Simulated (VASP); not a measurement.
A run of VASP 6.6.1 is set up as follows.

File INCAR:

```
ALGO = Normal
EDIFF = 1E-7
ENCUT = 520
GGA = PS
ISIF = 2
ISMEAR = -1
LASPH = T
LCHARG = F
LREAL = F
LWAVE = F
NBANDS = 13
NELM = 60
PREC = Accurate
SIGMA = 0.1
```

The input KPOINTS:

```
k-points
0
Gamma
  14 14 8
```

File POSCAR:

```
Se
1.0
    3.1072976964      0.0000000000      0.0000000000
   -1.5536488482      2.6909987422      0.0000000000
    0.0000000000      0.0000000000      3.8147361290
Se
2
Direct
    0.3333333333      0.6666666667      0.2500000000
    0.6666666667      0.3333333333      0.7500000000
```

Potentials or basis: VASP PAW PBE potentials, release 64 (Se).

The run is started by

```sh
$ cat potpaw_PBE.64/Se/POTCAR > POTCAR
$ mpirun -np 1 vasp_std > vasp.out
```

(1) What does it give for the pressure?

(2) Predict the band gap on the k mesh.

## Answers

(1) 31.6 GPa.

(2) zero (bands 6 and 7 overlap by 4.45 eV).

Caveat: the cell stands under pressure; the PAW data sets were made with another functional, which shifts forces and pressure a little.
